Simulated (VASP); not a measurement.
# La2SnO4 in VASP: a series of runs

Runs on La2SnO4. Level: PBE. Tasks: single point, relaxation of cell and atoms.

Program: VASP 6.6.1. These are calculated values, not measurements. Logs are shortened: lines on timing, memory, paths and dates and some standing lists are left out, and cuts for length are marked.

### Step 1. The cell of the first run

The structure is tetragonal, space group I4mm (No. 107). The conventional cell has a = 4.092 Å, b = 4.092 Å, c = 14.558 Å, α = 90.00°, β = 90.00°, γ = 90.00°. La (site symmetry 4mm) has 8 O at 2.51 to 2.56 Å within 3.3 Å. La (site symmetry 4mm) has 4 O at 2.31 Å within 3.1 Å. Sn (site symmetry 4mm) has 4 O at 2.22 Å within 2.9 Å. Within 3.0 Å of O (site symmetry 2mm) lie 2 Sn at 2.22 Å and 2 La at 2.56 Å and 5 O at 2.89 to 3.00 Å. Within 3.1 Å of O (site symmetry 2mm) lie 4 La at 2.31 to 2.51 Å and 5 O at 2.89 to 3.00 Å.

### Step 2. Single point, PBE

Contents of INCAR:

```
SYSTEM = La2SnO4
ALGO     = Normal         ! electronic algorithm
EDIFF    = 1E-6           ! SCF threshold, eV
ENCUT    = 520            ! plane-wave cutoff, eV
GGA      = PE             ! functional
ISIF     = 2              ! what is computed and relaxed
ISMEAR   = 0              ! smearing method
LASPH    = .TRUE.         ! aspherical terms in the spheres
LCHARG   = .FALSE.        ! write CHGCAR
LREAL    = .FALSE.        ! projectors in reciprocal space
LWAVE    = .FALSE.        ! write WAVECAR
NBANDS   = 39             ! bands
NELM     = 100            ! most SCF steps
PREC     = Accurate       ! precision mode
SIGMA    = 0.15           ! smearing width, eV
```

Contents of KPOINTS:

```
k-points
0
G
  4 4 4
  0 0 0
```

Contents of POSCAR:

```
La2SnO4
1.0
   -2.0457851993      2.0457851993      7.2790921859
    2.0457851993     -2.0457851993      7.2790921859
    2.0457851993      2.0457851993     -7.2790921859
La Sn O
2 1 4
Direct
    0.3650878764      0.3650878764      0.0000000000
    0.6915253899      0.6915253899      0.0000000000
    0.0302316678      0.0302316678      0.0000000000
   -0.0288229091      0.4711770909      0.5000000000
    0.4711770909     -0.0288229091      0.5000000000
    0.2654004421      0.7654004421      0.5000000000
    0.7654004421      0.2654004421      0.5000000000
```

Potentials or basis: VASP PAW PBE potentials, release 64 (La, Sn_d, O).

The run is started by

```console
cat potpaw_PBE.64/La/POTCAR potpaw_PBE.64/Sn_d/POTCAR potpaw_PBE.64/O/POTCAR > POTCAR
mpirun -np 1 vasp_std > vasp.out
```

OUTCAR:

```text
SYSTEM = La2SnO4
   EDIFF = 1E-6
   ENCUT = 520
   GGA = PE
   ISIF = 2
   ISMEAR = 0
   LASPH = .TRUE.
   LREAL = .FALSE.
   NELM = 100
   PREC = Accurate

 ion  position               nearest neighbor table
   1  0.365  0.365  0.000-   6 2.51   7 2.51   6 2.51   7 2.51   4 2.56   5 2.56   4 2.56   5 2.56

   2  0.692  0.692  0.000-   6 2.31   7 2.31   6 2.31   7 2.31
   3  0.030  0.030  0.000-   4 2.22   5 2.22   4 2.22   5 2.22
   4  0.971  0.471  0.500-   3 2.22   3 2.22   1 2.56   1 2.56
   5  0.471  0.971  0.500-   3 2.22   3 2.22   1 2.56   1 2.56
   6  0.265  0.765  0.500-   2 2.31   2 2.31   1 2.51   1 2.51
   7  0.765  0.265  0.500-   2 2.31   2 2.31   1 2.51   1 2.51

  LATTYP: Found a body centered tetragonal cell.
 ALAT       =     4.0915703986
 C/A-ratio  =     3.5580921147

  Lattice vectors:

 A1 = (  -2.0457851993,   2.0457851993,   7.2790921859)
 A2 = (   2.0457851993,  -2.0457851993,   7.2790921859)
 A3 = (   2.0457851993,   2.0457851993,  -7.2790921859)

Analysis of symmetry for initial positions (statically):
=====================================================================
 Subroutine PRICEL returns:
 Original cell was already a primitive cell.

 Routine SETGRP: Setting up the symmetry group for a
 body centered tetragonal supercell.

 Subroutine GETGRP returns: Found  8 space group operations
 (whereof  8 operations were pure point group operations)
 out of a pool of 16 trial point group operations.

The static configuration has the point symmetry C_4v.

Analysis of symmetry for dynamics (positions and initial velocities):
=====================================================================
 Subroutine PRICEL returns:
 Original cell was already a primitive cell.

 Routine SETGRP: Setting up the symmetry group for a
 body centered tetragonal supercell.

 Subroutine GETGRP returns: Found  8 space group operations
 (whereof  8 operations were pure point group operations)
 out of a pool of 16 trial point group operations.

The dynamic configuration has the point symmetry C_4v.

 Subroutine INISYM returns: Found  8 space group operations
 (whereof  8 operations are pure point group operations),
 and found     1 'primitive' translations

----------------------------------------------------------------------------------------

                                     Primitive cell

  volume of cell :     121.8589

  direct lattice vectors                    reciprocal lattice vectors
    -2.045785199  2.045785199  7.279092186     0.000000000  0.244404936  0.068689884
     2.045785199 -2.045785199  7.279092186     0.244404936  0.000000000  0.068689884
     2.045785199  2.045785199 -7.279092186     0.244404936  0.244404936  0.000000000

  length of vectors
     7.832985205  7.832985205  7.832985205     0.253874128  0.253874128  0.345640775

  position of ions in fractional coordinates (direct lattice)
     0.365087876  0.365087876  0.000000000
     0.691525390  0.691525390  0.000000000
     0.030231668  0.030231668  0.000000000
     0.971177091  0.471177091  0.500000000
     0.471177091  0.971177091  0.500000000
     0.265400442  0.765400442  0.500000000
     0.765400442  0.265400442  0.500000000

  ion indices of the primitive-cell ions
   primitive index   ion index
                 1           1
                 2           2
                 3           3
                 4           4
                 5           5
                 6           6
                 7           7

----------------------------------------------------------------------------------------

 KPOINTS: k-points

Automatic generation of k-mesh.
 Grid dimensions read from file:
 generate k-points for:    4    4    4

 Generating k-lattice:

  Cartesian coordinates                     Fractional coordinates (reciprocal lattice)
     0.000000000  0.061101234  0.017172471     0.250000000  0.000000000  0.000000000
     0.061101234  0.000000000  0.017172471     0.000000000  0.250000000  0.000000000
     0.061101234  0.061101234  0.000000000     0.000000000  0.000000000  0.250000000

  Length of vectors
     0.063468532  0.063468532  0.086410194

  Shift w.r.t. Gamma in fractional coordinates (k-lattice)
     0.000000000  0.000000000  0.000000000

 Subroutine IBZKPT returns following result:
 ===========================================

 Found     13 irreducible k-points:

 Following reciprocal coordinates:
            Coordinates               Weight
  0.000000  0.000000  0.000000      1.000000
  0.250000  0.000000  0.000000      8.000000
  0.500000  0.000000  0.000000      4.000000
  0.250000  0.250000  0.000000      8.000000
  0.500000  0.250000  0.000000     16.000000
 -0.250000  0.250000  0.000000      4.000000
  0.500000  0.500000  0.000000      2.000000
  0.250000  0.250000  0.250000      2.000000
 -0.250000  0.250000  0.250000      4.000000
  0.500000  0.500000  0.250000      4.000000
 -0.250000  0.500000  0.250000      8.000000
 -0.250000 -0.250000  0.250000      2.000000
  0.500000  0.500000  0.500000      1.000000
   k-points           NKPTS =     13   k-points in BZ     NKDIM =     13   number of bands    NBANDS=     39
   number of dos      NEDOS =    301   number of ions     NIONS =      7
   total plane-waves  NPLWV = 216000
   dimension x,y,z NGX =    60 NGY =   60 NGZ =   60
   dimension x,y,z NGXF=   120 NGYF=  120 NGZF=  120
   ions per type =               2   1   4
   NGX,Y,Z   is equivalent  to a cutoff of  12.73, 12.73, 12.73 a.u.
   NGXF,Y,Z  is equivalent  to a cutoff of  25.47, 25.47, 25.47 a.u.
 SYSTEM =  La2SnO4
   PREC   = accura    normal or accurate (medium, high low for compatibility)
   ISTART =      0    job   : 0-new  1-cont  2-samecut
   ICHARG =      2    charge: 1-file 2-atom 10-const
   ISPIN  =      1    spin polarized calculation?
   LNONCOLLINEAR =      F non collinear calculations
   LSORBIT =      F    spin-orbit coupling
   LASPH  =      T    aspherical Exc in radial PAW
   ENCUT  =  520.0 eV  38.22 Ry    6.18 a.u.  14.56 14.56 14.56*2*pi/ulx,y,z
   NELM   =    100;   NELMIN=  2; NELMDL= -5     # of ELM steps
   EDIFF  = 0.1E-05   stopping-criterion for ELM
   LREAL  =      F    real-space projection
   EDIFFG = 0.1E-04   stopping-criterion for IOM
   NSW    =      0    number of steps for IOM
   IBRION =     -1    ionic relax: 0-MD 1-quasi-New 2-CG
   NFREE  =      0    steps in history (QN), initial steepest desc. (CG)
   ISIF   =      2    stress and relaxation
   ISYM   =      2    0-nonsym 1-usesym 2-fastsym
   POTIM  = 0.5000    time-step for ionic-motion
   TEBEG  =    0.0;   TEEND  =   0.0 temperature during run
   PSTRESS=    0.0 pullay stress
   NELECT =      60.0000    total number of electrons
   NUPDOWN=      -1.0000    fix difference up-down
   EMIN   =  10.00;   EMAX   =-10.00  energy-range for DOS
   EFERMI =   0.00;   METHOD = LEGACY
   ISMEAR =     0;   SIGMA  =   0.15  broadening in eV -4-tet -1-fermi 0-gaus
   EFERMI_NEDOS =   21; number of points for ismear=-14 and -15
   IALGO  =     38    algorithm
   IMIX   =      4    mixing-type and parameters
     AMIX     =   0.40;   BMIX     =  1.00
     AMIX_MAG =   1.60;   BMIX_MAG =  1.00
  volume/ion in A,a.u.               =      17.41       117.48
  Fermi-wavevector in a.u.,A,eV,Ry     =   1.292725  2.442896 22.737213  1.671138
  Thomas-Fermi vector in A             =   2.424415
   LORBIT       =      0    0 simple, 1 ext, 2 COOP (PROOUT), +10 PAW based schemes
   GGA     = PE    functional components
   LHFCALC =     F    Hartree Fock is set to
   AEXX    =    0.0000 exact exchange contribution
   IVDW    =     0    specifies the selected vdW correction
   LEPSILON=     F    determine dielectric tensor
   LRPA    =     F    only Hartree local field effects (RPA)
 non-spin polarized calculation
 Gauss-broadening in eV      SIGMA  =   0.15
  energy-cutoff  :      520.00
  volume of cell :      121.86
 maximum number of plane-waves:      3295
 NGX is ok and might be reduce to    60

 number of electron      59.9999999 magnetization

 Free energy of the ion-electron system (eV)
  ---------------------------------------------------
  ext. energy  EPLUGINS =         0.00000000
  ---------------------------------------------------
  free energy    TOTEN  =       -52.70779966 eV

  energy without entropy =      -52.70779966  energy(sigma->0) =      -52.70779966

 E-fermi :   6.8228     XC(G=0): -10.1709

 val. band max:        6.0500443703   @ k =  -0.2500   0.5000   0.2500
 cond. band min:       7.8933822012   @ k =   0.5000   0.5000   0.5000
 fundamental gap:      1.8433378309
 Fermi energy:         6.8227775341

 k-point     1 :       0.0000    0.0000    0.0000
  band No.  band energies     occupation
      1     -24.6862      2.00000
      2     -24.1042      2.00000
      3     -14.4819      2.00000
      4     -14.3034      2.00000
      5     -14.2660      2.00000
      6     -14.2660      2.00000
[... 31 lines left out ...]
     38      10.5495      0.00000
     39      10.7415      0.00000

 k-point     2 :       0.2500    0.0000    0.0000
  band No.  band energies     occupation
      1     -24.6544      2.00000
      2     -24.0894      2.00000
      3     -14.4452      2.00000
      4     -14.3221      2.00000
      5     -14.2651      2.00000
      6     -14.2559      2.00000
[... 31 lines left out ...]
     38      10.5300      0.00000
     39      10.7366      0.00000

 k-point     3 :       0.5000    0.0000    0.0000
  band No.  band energies     occupation
      1     -24.6218      2.00000
      2     -24.0748      2.00000
      3     -14.4010      2.00000
      4     -14.3569      2.00000
      5     -14.2641      2.00000
      6     -14.2377      2.00000
[... 31 lines left out ...]
     38      10.5168      0.00000
     39      10.6639      0.00000

 k-point     4 :       0.2500    0.2500    0.0000
  band No.  band energies     occupation
      1     -24.6255      2.00000
      2     -24.0713      2.00000
      3     -14.4101      2.00000
      4     -14.3303      2.00000
      5     -14.2611      2.00000
      6     -14.2529      2.00000
[... 31 lines left out ...]
     38      10.5658      0.00000
     39      10.5827      0.00000
[... 292 lines left out ...]
     38      10.5160      0.00000
     39      10.7680      0.00000

 k-point    12 :      -0.2500   -0.2500    0.2500
  band No.  band energies     occupation
      1     -24.6858      2.00000
      2     -24.1047      2.00000
      3     -14.4820      2.00000
      4     -14.3031      2.00000
      5     -14.2660      2.00000
      6     -14.2660      2.00000
[... 31 lines left out ...]
     38      10.5632      0.00000
     39      10.7321      0.00000

 k-point    13 :       0.5000    0.5000    0.5000
  band No.  band energies     occupation
      1     -24.6854      2.00000
      2     -24.1052      2.00000
      3     -14.4820      2.00000
      4     -14.3028      2.00000
      5     -14.2660      2.00000
      6     -14.2660      2.00000
[... 31 lines left out ...]
     38      10.5790      0.00000
     39      10.7232      0.00000

------------------------ aborting loop because EDIFF is reached ----------------------------------------

  FORCE on cell =-STRESS in cart. coord.  units (eV):
  Direction    XX          YY          ZZ          XY          YZ          ZX
  --------------------------------------------------------------------------------------
  -------------------------------------------------------------------------------------
  Total       -0.0366412     -0.0366412     -0.0323654      0.0000000      0.0000000      0.0000000
  in kB       -0.4817519     -0.4817519     -0.4255336      0.0000000      0.0000000      0.0000000
  external PRESSURE =      -0.4630125 kB  Pullay stress =       0.0000000 kB

 VOLUME and BASIS-vectors are now :
 -----------------------------------------------------------------------------
  energy-cutoff  :      520.00
  volume of cell :      121.86
      direct lattice vectors                 reciprocal lattice vectors
    -2.045785199  2.045785199  7.279092186     0.000000000  0.244404936  0.068689884
     2.045785199 -2.045785199  7.279092186     0.244404936  0.000000000  0.068689884
     2.045785199  2.045785199 -7.279092186     0.244404936  0.244404936  0.000000000

 POSITION                                       TOTAL-FORCE (eV/Angst)
 -----------------------------------------------------------------------------------
      0.00000      0.00000      5.31502        -0.000000     -0.000000     -0.073212
      0.00000      0.00000     10.06735        -0.000000     -0.000000      0.048059
      0.00000      0.00000      0.44012         0.000000      0.000000      0.044625
      0.00000      2.04579      6.85948        -0.000000     -0.000000     -0.011570
      2.04579      0.00000      6.85948         0.000000      0.000000     -0.011570
      2.04579      0.00000      3.86375        -0.000000     -0.000000      0.001834
      0.00000      2.04579      3.86375         0.000000      0.000000      0.001834
 -----------------------------------------------------------------------------------
    total drift:                               -0.000000     -0.000000      0.000840

  FREE ENERGIE OF THE ION-ELECTRON SYSTEM (eV)
  ---------------------------------------------------
  free  energy   TOTEN  =       -52.7077996641 eV

  energy  without entropy=      -52.7077996641  energy(sigma->0) =      -52.70779966
```

It took 2.5 min on 1 thread of Intel Xeon 6975P-C (Granite Rapids), shared host; peak memory 0.52 GiB.

Results:

```
Free energy            : -52.7078 eV
Pressure               : 0.0 GPa
Largest force          : 0.073 eV/Å
Band gap on the k mesh : 1.84 eV (least direct gap 2.33 eV)
```

Forces on the atoms (eV/Å):
```
La   0.000  0.000 -0.073
La   0.000  0.000  0.048
Sn   0.000  0.000  0.045
O    0.000  0.000 -0.012
O    0.000  0.000 -0.012
O    0.000  0.000  0.002
O    0.000  0.000  0.002
```

Caveat: spin-orbit coupling is left out, which moves the levels of the heavy elements.

### Step 3. Single point, PBE

This run uses another cell than the first one, of the same volume but with other edges.

Contents of INCAR:

```
SYSTEM = La2SnO4
PREC = Accurate
ENCUT = 520
EDIFF = 1E-6
ISMEAR = 0
SIGMA = 0.1
LREAL = .FALSE.
LASPH = .TRUE.
NELM = 80
ALGO = Normal
ISIF = 2
LWAVE = .FALSE.
LCHARG = .FALSE.
GGA = PE
NBANDS = 39
```

Contents of KPOINTS:

```
regular mesh
0
G
  4 4 4
  0 0 0
```

Contents of POSCAR:

```
La2SnO4
1.0
    0.0000000000     -4.0921886118      0.0000000000
    4.0921886118      0.0000000000      0.0000000000
   -2.0460943059      2.0460943059      7.2890611394
La Sn O
2 1 4
Direct
    0.3649228932      0.3649228932      0.7298457863
    0.6918212589      0.6918212589      0.3836425178
    0.0299986171      0.0299986171      0.0599972341
    0.9711159952      0.4711159952      0.9422319905
    0.4711159952      0.9711159952      0.9422319905
    0.2655126203      0.7655126203      0.5310252405
    0.7655126203      0.2655126203      0.5310252405
```

Potentials or basis: VASP PAW PBE potentials, release 64 (La, Sn_d, O).

The run is started by

```console
cat potpaw_PBE.64/La/POTCAR potpaw_PBE.64/Sn_d/POTCAR potpaw_PBE.64/O/POTCAR > POTCAR
mpirun -np 1 vasp_std > vasp.out
```

Wall time 60 s (1 thread of Intel Xeon 6975P-C (Granite Rapids), shared host); peak memory 0.24 GiB.

The run converged. Its results:

```
Free energy            : -52.7079 eV
Pressure               : -0.1 GPa
Largest force          : 0.058 eV/Å
Band gap on the k mesh : 1.84 eV (least direct gap 2.32 eV)
```

Forces on the atoms (eV/Å):
```
La   0.000  0.000 -0.022
La   0.000  0.000  0.017
Sn   0.000  0.000  0.058
O    0.000  0.000 -0.030
O    0.000  0.000 -0.030
O    0.000  0.000  0.003
O    0.000  0.000  0.003
```

Levels at points of the mesh, in eV from the valence-band top:
| k point | band 27 | band 28 | band 29 | band 30 | band 31 | band 32 | band 33 | band 34 |
| --- | --- | --- | --- | --- | --- | --- | --- | --- |
| (0.00, 0.00, 0.00) | -1.43 | -1.01 | -1.01 | -1.01 | 2.20 | 3.86 | 4.08 | 4.13 |
| (0.50, 0.00, 0.00) | -1.65 | -1.47 | -1.14 | -0.07 | 2.90 | 3.89 | 3.94 | 4.09 |
| (0.50, 0.50, 0.00) | -1.16 | -1.05 | -0.81 | -0.76 | 2.77 | 2.83 | 3.39 | 4.26 |
| (0.00, 0.00, 0.50) | -1.44 | -1.01 | -1.01 | -0.48 | 1.84 | 3.76 | 4.03 | 4.14 |

Caveat: spin-orbit coupling is left out, which moves the levels of the heavy elements. A k mesh can miss the band edges.

[end of part 1 of 2]
